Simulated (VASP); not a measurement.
Input of a VASP 6.6.1 run:

File INCAR:

```
SYSTEM = Al2Zn
PREC     = Accurate       ! precision mode
ENCUT    = 600            ! plane-wave cutoff, eV
EDIFF    = 1E-6           ! SCF threshold, eV
ISMEAR   = 0              ! smearing method
SIGMA    = 0.1            ! smearing width, eV
LREAL    = .FALSE.        ! projectors in reciprocal space
LASPH    = .TRUE.         ! aspherical terms in the spheres
NELM     = 60             ! most SCF steps
ALGO     = Fast           ! electronic algorithm
ISIF     = 3              ! what is computed and relaxed
LWAVE    = .FALSE.        ! write WAVECAR
LCHARG   = .FALSE.        ! write CHGCAR
GGA      = CA             ! functional
IBRION   = 2              ! ionic algorithm
NSW      = 100            ! ionic steps
EDIFFG   = -0.005         ! ionic threshold
```

KPOINTS

```
regular mesh
0
G
  18 18 6
  0 0 0
```

POSCAR

```
Al2Zn
1.0
    2.8013130618      0.0000000000      0.0000000000
   -1.4006565309      2.4260082755      0.0000000000
    0.0000000000      0.0000000000      6.8219363100
Al Zn
2 1
Direct
    0.3333333300      0.6666666700      0.3315122500
    0.6666666700      0.3333333300      0.6684877500
    0.0000000000      0.0000000000      0.0000000000
```

Potentials or basis: VASP PAW LDA potentials, release 64 (Al, Zn).

Run with:

```sh
$ cat potpaw_LDA.64/Al/POTCAR potpaw_LDA.64/Zn/POTCAR > POTCAR
$ mpirun -np 1 vasp_std > vasp.out
```

Q: Predict the relaxed volume.

A: 15.15 Å³/atom.

Q: Predict the space group after relaxing (to 0.05 Å).

A: P-3m1 (No. 164).

Step by step:
```csv
step,energy change (eV),largest force (eV/Å),pressure (GPa),volume (Å³)
1,0.0000,0.1667,-1.69,46.36
2,-0.0071,0.1051,0.36,45.27
3,-0.0072,0.1076,0.31,45.32
4,-0.0071,0.1090,0.24,45.34
5,-0.0082,0.0607,-0.01,45.40
6,-0.0087,0.0134,-0.11,45.46
7,-0.0087,0.0030,-0.11,45.47
8,-0.0087,0.0040,0.14,45.39
9,-0.0087,0.0002,0.11,45.44
10,-0.0087,0.0011,-0.05,45.45
11,-0.0087,0.0005,0.00,45.44
12,-0.0087,0.0003,0.06,45.44
13,-0.0087,0.0003,0.00,45.44
14,-0.0087,0.0003,-0.01,45.44
15,-0.0088,0.0004,0.06,45.45
16,-0.0088,0.0009,0.09,45.45
17,-0.0089,0.0016,-0.08,45.46
18,-0.0089,0.0010,-0.06,45.46
19,-0.0089,0.0014,0.06,45.46
20,-0.0089,0.0013,0.04,45.46
```
